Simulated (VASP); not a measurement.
# CdS (P3m1) in VASP: further runs

The runs below take CdS through single point, with PBE.

Program: VASP 6.6.1. These are calculated values, not measurements. Logs are shortened: lines on timing, memory, paths and dates and some standing lists are left out, and cuts for length are marked.

## (1) The cell of the first run

The structure is trigonal, space group P3m1 (No. 156). Conventional cell: a = 4.149 Å, b = 4.149 Å, c = 5.478 Å, α = 90.00°, β = 90.00°, γ = 120.00°. Within 3.2 Å of Cd (site symmetry 3m) lie 3 S at 2.40 Å. S (site symmetry 3m) has 3 Cd at 2.40 Å within 3.2 Å.

## (2) Single point, PBE (strained)

INCAR reads:

```
PREC = Accurate ; ENCUT = 520
EDIFF = 1E-7 ; ISMEAR = 0
SIGMA = 0.02 ; LREAL = False
LASPH = True ; NELM = 100
ALGO = Normal ; ISIF = 2
LWAVE = False ; LCHARG = True
GGA = PE ; LELF = True
LVHAR = True ; NBANDS = 16
```

KPOINTS reads:

```
Automatic mesh
0
Gamma
  9 9 6
```

POSCAR reads:

```
CdS
1.0
    4.1493991094      0.0000000000      0.0000000000
   -2.0746995548      3.5934850392      0.0000000000
    0.0000000000      0.0000000000      5.4778042956
Cd S
1 1
Direct
    0.0000000000      0.0000000000      0.4375232249
    0.6666666700      0.3333333300      0.4394767751
```

Potentials or basis: VASP PAW PBE potentials, release 64 (Cd, S).

The run is started by

```sh
cat potpaw_PBE.64/Cd/POTCAR potpaw_PBE.64/S/POTCAR > POTCAR
mpirun -np 1 vasp_std > vasp.out
```

OUTCAR:

```text
PREC = Accurate
   ENCUT = 520
   EDIFF = 1E-7
   ISMEAR = 0
   LREAL = False
   LASPH = True
   NELM = 100
   ISIF = 2
   GGA = PE

 ion  position               nearest neighbor table
   1  0.000  0.000  0.438-   2 2.40   2 2.40   2 2.40
   2  0.667  0.333  0.439-   1 2.40   1 2.40   1 2.40

  LATTYP: Found a hexagonal cell.
 ALAT       =     4.1493991094
 C/A-ratio  =     1.3201439898

  Lattice vectors:

 A1 = (   4.1493991094,   0.0000000000,   0.0000000000)
 A2 = (  -2.0746995548,   3.5934850392,   0.0000000000)
 A3 = (   0.0000000000,   0.0000000000,   5.4778042956)

Analysis of symmetry for initial positions (statically):
=====================================================================
 Subroutine PRICEL returns:
 Original cell was already a primitive cell.

 Routine SETGRP: Setting up the symmetry group for a
 hexagonal supercell.

 Subroutine GETGRP returns: Found  6 space group operations
 (whereof  6 operations were pure point group operations)
 out of a pool of 24 trial point group operations.

The static configuration has the point symmetry C_3v.

Analysis of symmetry for dynamics (positions and initial velocities):
=====================================================================
 Subroutine PRICEL returns:
 Original cell was already a primitive cell.

 Routine SETGRP: Setting up the symmetry group for a
 hexagonal supercell.

 Subroutine GETGRP returns: Found  6 space group operations
 (whereof  6 operations were pure point group operations)
 out of a pool of 24 trial point group operations.

The dynamic configuration has the point symmetry C_3v.

 Subroutine INISYM returns: Found  6 space group operations
 (whereof  6 operations are pure point group operations),
 and found     1 'primitive' translations

----------------------------------------------------------------------------------------

                                     Primitive cell

  volume of cell :      81.6785

  direct lattice vectors                    reciprocal lattice vectors
     4.149399109  0.000000000  0.000000000     0.240998750  0.139140693  0.000000000
    -2.074699555  3.593485039  0.000000000     0.000000000  0.278281387  0.000000000
     0.000000000  0.000000000  5.477804296     0.000000000  0.000000000  0.182554897

  length of vectors
     4.149399109  4.149399109  5.477804296     0.278281387  0.278281387  0.182554897

  position of ions in fractional coordinates (direct lattice)
     0.000000000  0.000000000  0.437523225
     0.666666670  0.333333330  0.439476775

  ion indices of the primitive-cell ions
   primitive index   ion index
                 1           1
                 2           2

----------------------------------------------------------------------------------------

 KPOINTS: Automatic mesh

Automatic generation of k-mesh.
 Grid dimensions read from file:
 generate k-points for:    9    9    6

 Generating k-lattice:

  Cartesian coordinates                     Fractional coordinates (reciprocal lattice)
     0.026777639  0.015460077  0.000000000     0.111111111  0.000000000  0.000000000
     0.000000000  0.030920154  0.000000000     0.000000000  0.111111111  0.000000000
     0.000000000  0.000000000  0.030425816     0.000000000  0.000000000  0.166666667

  Length of vectors
     0.030920154  0.030920154  0.030425816

  Shift w.r.t. Gamma in fractional coordinates (k-lattice)
     0.000000000  0.000000000  0.000000000

 Subroutine IBZKPT returns following result:
 ===========================================

 Found     62 irreducible k-points:

 Following reciprocal coordinates:
            Coordinates               Weight
  0.000000  0.000000  0.000000      1.000000
  0.111111  0.000000  0.000000      6.000000
  0.222222  0.000000  0.000000      6.000000
  0.333333  0.000000  0.000000      6.000000
  0.444444  0.000000  0.000000      6.000000
  0.111111  0.111111  0.000000      6.000000
[... 16 lines left out ...]
  0.222222  0.111111  0.166667     12.000000
 -0.111111  0.333333  0.166667     12.000000
 [... further k-points ...]
   k-points           NKPTS =     62   k-points in BZ     NKDIM =     62   number of bands    NBANDS=     16
   number of dos      NEDOS =    301   number of ions     NIONS =      2
   total plane-waves  NPLWV =  43008
   dimension x,y,z NGX =    32 NGY =   32 NGZ =   42
   dimension x,y,z NGXF=    64 NGYF=   64 NGZF=   84
   ions per type =               1   1
   NGX,Y,Z   is equivalent  to a cutoff of  12.82, 12.82, 12.75 a.u.
   NGXF,Y,Z  is equivalent  to a cutoff of  25.64, 25.64, 25.49 a.u.
 SYSTEM =  unknown system
   PREC   = accura    normal or accurate (medium, high low for compatibility)
   ISTART =      0    job   : 0-new  1-cont  2-samecut
   ICHARG =      2    charge: 1-file 2-atom 10-const
   ISPIN  =      1    spin polarized calculation?
   LNONCOLLINEAR =      F non collinear calculations
   LSORBIT =      F    spin-orbit coupling
   LASPH  =      T    aspherical Exc in radial PAW
   ENCUT  =  520.0 eV  38.22 Ry    6.18 a.u.   7.72  7.72 10.19*2*pi/ulx,y,z
   NELM   =    100;   NELMIN=  2; NELMDL= -5     # of ELM steps
   EDIFF  = 0.1E-06   stopping-criterion for ELM
   LREAL  =      F    real-space projection
   EDIFFG = 0.1E-05   stopping-criterion for IOM
   NSW    =      0    number of steps for IOM
   IBRION =     -1    ionic relax: 0-MD 1-quasi-New 2-CG
   NFREE  =      0    steps in history (QN), initial steepest desc. (CG)
   ISIF   =      2    stress and relaxation
   ISYM   =      2    0-nonsym 1-usesym 2-fastsym
   POTIM  = 0.5000    time-step for ionic-motion
   TEBEG  =    0.0;   TEEND  =   0.0 temperature during run
   PSTRESS=    0.0 pullay stress
   NELECT =      18.0000    total number of electrons
   NUPDOWN=      -1.0000    fix difference up-down
   EMIN   =  10.00;   EMAX   =-10.00  energy-range for DOS
   EFERMI =   0.00;   METHOD = LEGACY
   ISMEAR =     0;   SIGMA  =   0.02  broadening in eV -4-tet -1-fermi 0-gaus
   EFERMI_NEDOS =   21; number of points for ismear=-14 and -15
   IALGO  =     38    algorithm
   IMIX   =      4    mixing-type and parameters
     AMIX     =   0.40;   BMIX     =  1.00
     AMIX_MAG =   1.60;   BMIX_MAG =  1.00
  volume/ion in A,a.u.               =      40.84       275.60
  Fermi-wavevector in a.u.,A,eV,Ry     =   0.988849  1.868653 13.304070  0.977822
  Thomas-Fermi vector in A             =   2.120405
   LORBIT       =      0    0 simple, 1 ext, 2 COOP (PROOUT), +10 PAW based schemes
   GGA     = PE    functional components
   LHFCALC =     F    Hartree Fock is set to
   AEXX    =    0.0000 exact exchange contribution
   IVDW    =     0    specifies the selected vdW correction
   LEPSILON=     F    determine dielectric tensor
   LRPA    =     F    only Hartree local field effects (RPA)
 non-spin polarized calculation
 Gauss-broadening in eV      SIGMA  =   0.02
  energy-cutoff  :      520.00
  volume of cell :       81.68
 maximum number of plane-waves:      2216
 NGX is ok and might be reduce to    32
   NGX = 15   NGY = 15   NGZ = 21

 number of electron      18.0000003 magnetization

 Free energy of the ion-electron system (eV)
  ---------------------------------------------------
  ext. energy  EPLUGINS =         0.00000000
  ---------------------------------------------------
  free energy    TOTEN  =        -5.59716091 eV

  energy without entropy =       -5.59716091  energy(sigma->0) =       -5.59716091

 E-fermi :  -1.4115     XC(G=0):  -6.5529

 val. band max:       -1.5258574071   @ k =   0.0000   0.0000   0.5000
 cond. band min:       0.0531015381   @ k =   0.0000   0.0000   0.0000
 fundamental gap:      1.5789589452
 Fermi energy:        -1.4114742729

 k-point     1 :       0.0000    0.0000    0.0000
  band No.  band energies     occupation
      1     -13.5949      2.00000
      2      -9.4792      2.00000
      3      -9.4792      2.00000
      4      -8.8193      2.00000
      5      -8.8193      2.00000
      6      -8.5736      2.00000
[... 8 lines left out ...]
     15       9.6944      0.00000
     16      10.2671      0.00000

 k-point     2 :       0.1111    0.0000    0.0000
  band No.  band energies     occupation
      1     -13.5492      2.00000
      2      -9.4591      2.00000
      3      -9.4402      2.00000
      4      -8.8369      2.00000
      5      -8.8217      2.00000
      6      -8.5606      2.00000
[... 8 lines left out ...]
     15      10.1461      0.00000
     16      10.4044      0.00000

 k-point     3 :       0.2222    0.0000    0.0000
  band No.  band energies     occupation
      1     -13.4325      2.00000
      2      -9.3850      2.00000
      3      -9.3369      2.00000
      4      -8.8802      2.00000
      5      -8.8279      2.00000
      6      -8.5247      2.00000
[... 8 lines left out ...]
     15       9.8871      0.00000
     16      10.0854      0.00000

 k-point     4 :       0.3333    0.0000    0.0000
  band No.  band energies     occupation
      1     -13.2990      2.00000
      2      -9.2481      2.00000
      3      -9.2111      2.00000
      4      -8.9272      2.00000
      5      -8.8348      2.00000
      6      -8.4696      2.00000
[... 8 lines left out ...]
     15       8.8827      0.00000
     16       9.4519      0.00000
[... 324 lines left out ...]
 k-point    22 :       0.1111    0.1111    0.1667
  band No.  band energies     occupation
      1     -13.4664      2.00000
      2      -9.4206      2.00000
      3      -9.3598      2.00000
      4      -8.8669      2.00000
      5      -8.8274      2.00000
      6      -8.5315      2.00000
[... 8 lines left out ...]
     15       9.2201      0.00000
     16      10.4009      0.00000

 k-point    23 :       0.2222    0.1111    0.1667
  band No.  band energies     occupation
      1     -13.3413      2.00000
      2      -9.3349      2.00000
      3      -9.2239      2.00000
      4      -8.9096      2.00000
      5      -8.8364      2.00000
      6      -8.4809      2.00000
[... 8 lines left out ...]
     15       8.3217      0.00000
     16       9.9087      0.00000

 k-point    24 :      -0.1111    0.3333    0.1667
  band No.  band energies     occupation
      1     -13.3413      2.00000
      2      -9.3349      2.00000
      3      -9.2239      2.00000
      4      -8.9096      2.00000
      5      -8.8364      2.00000
      6      -8.4809      2.00000
[... 8 lines left out ...]
     15       8.3330      0.00000
     16       9.9080      0.00000

 [... further k-points ...]
[... 5 lines left out ...]
  --------------------------------------------------------------------------------------
  -------------------------------------------------------------------------------------
  Total        2.0614164      2.0614164      0.0089122     -0.0000000      0.0000000      0.0000000
  in kB       40.4360524     40.4360524      0.1748180     -0.0000000      0.0000000      0.0000000
  external PRESSURE =      27.0156409 kB  Pullay stress =       0.0000000 kB

 VOLUME and BASIS-vectors are now :
 -----------------------------------------------------------------------------
  energy-cutoff  :      520.00
  volume of cell :       81.68
      direct lattice vectors                 reciprocal lattice vectors
     4.149399109  0.000000000  0.000000000     0.240998750  0.139140693  0.000000000
    -2.074699555  3.593485039  0.000000000     0.000000000  0.278281387  0.000000000
     0.000000000  0.000000000  5.477804296     0.000000000  0.000000000  0.182554897

 POSITION                                       TOTAL-FORCE (eV/Angst)
 -----------------------------------------------------------------------------------
      0.00000      0.00000      2.39667        -0.000000      0.000000     -0.004546
      2.07470      1.19783      2.40737         0.000000      0.000000      0.004546
 -----------------------------------------------------------------------------------
    total drift:                               -0.000008      0.000004      0.000829

  FREE ENERGIE OF THE ION-ELECTRON SYSTEM (eV)
  ---------------------------------------------------
  free  energy   TOTEN  =        -5.5971609088 eV

  energy  without entropy=       -5.5971609088  energy(sigma->0) =       -5.59716091
```

Run time: 92 s. Hardware: 1 thread of Intel Xeon 8259CL, shared host; peak memory 0.24 GiB.

Results:

* Free energy: -5.5972 eV
* Pressure: 2.7 GPa
* Largest force: 0.005 eV/Å
* Band gap on the k mesh: 1.58 eV (least direct gap 1.59 eV)

Forces on the atoms (eV/Å):
```
Cd   0.000  0.000 -0.005
S    0.000  0.000  0.005
```

Levels at points of the mesh, in eV from the valence-band top:
| k point | band 6 | band 7 | band 8 | band 9 | band 10 | band 11 | band 12 | band 13 |
| --- | --- | --- | --- | --- | --- | --- | --- | --- |
| (0.00, 0.00, 0.00) | -7.05 | -1.36 | -0.01 | -0.01 | 1.58 | 5.60 | 6.94 | 6.94 |
| (0.00, 0.00, 0.50) | -7.03 | -1.68 | 0.00 | 0.00 | 2.01 | 5.05 | 7.01 | 7.01 |

Caveat: the cell differs from its parent crystal (strained); an odd mesh through Γ misses points on the zone boundary, where band edges can lie.

## (3) Single point, PBE (strained)

INCAR reads:

```
SYSTEM = CdS
PREC     = Accurate       ! precision mode
ENCUT    = 520            ! plane-wave cutoff, eV
EDIFF    = 1E-7           ! SCF threshold, eV
ISMEAR   = 0              ! smearing method
SIGMA    = 0.02           ! smearing width, eV
LREAL    = .FALSE.        ! projectors in reciprocal space
LASPH    = .TRUE.         ! aspherical terms in the spheres
NELM     = 80             ! most SCF steps
ALGO     = Normal         ! electronic algorithm
ISIF     = 2              ! what is computed and relaxed
LWAVE    = .FALSE.        ! write WAVECAR
LCHARG   = .TRUE.         ! write CHGCAR
GGA      = PE             ! functional
LELF     = .TRUE.         ! ELF
LVHAR    = .TRUE.       
NBANDS   = 16             ! bands
```

KPOINTS reads:

```
regular mesh
0
G
  9 9 6
  0 0 0
```

POSCAR reads:

```
CdS
1.0
    4.2182596100      0.0000000000      0.0000000000
   -2.1091298050      3.6531199820      0.0000000000
    0.0000000000      0.0000000000      5.8327875126
Cd S
1 1
Direct
    0.0000000000      0.0000000000      0.4323545299
    0.6666666700      0.3333333300      0.4446454701
```

Potentials or basis: VASP PAW PBE potentials, release 64 (Cd, S).

The run is started by

```sh
cat potpaw_PBE.64/Cd/POTCAR potpaw_PBE.64/S/POTCAR > POTCAR
mpirun -np 1 vasp_std > vasp.out
```

Wall time 92 s (1 thread of Intel Xeon 8259CL, shared host); peak memory 0.27 GiB.

Results (log left out):

```yaml
Free_energy: -5.6435 eV
Pressure: 0.8 GPa
Largest_force: 0.007 eV/Å
Band_gap_on_the_k_mesh: 1.54 eV
```

Forces on the atoms (eV/Å):
```
Cd   0.000  0.000 -0.007
S    0.000  0.000  0.007
```

Stress tensor (GPa, compression positive):
```
 1.23  0.00  0.00
 0.00  1.23  0.00
 0.00  0.00 -0.01
```

Levels at points of the mesh, in eV from the valence-band top:
| k point | band 5 | band 6 | band 7 | band 8 | band 9 | band 10 | band 11 | band 12 | band 13 | band 14 |
| --- | --- | --- | --- | --- | --- | --- | --- | --- | --- | --- |
| (0.00, 0.00, 0.00) | -7.19 | -6.97 | -1.19 | 0.00 | 0.00 | 1.54 | 5.50 | 6.95 | 6.95 | 6.99 |
| (0.00, 0.00, 0.50) | -7.19 | -6.96 | -1.39 | 0.00 | 0.00 | 1.84 | 5.00 | 6.99 | 6.99 | 9.09 |

Caveat: the cell differs from its parent crystal (strained); an odd mesh through Γ misses points on the zone boundary, where band edges can lie.
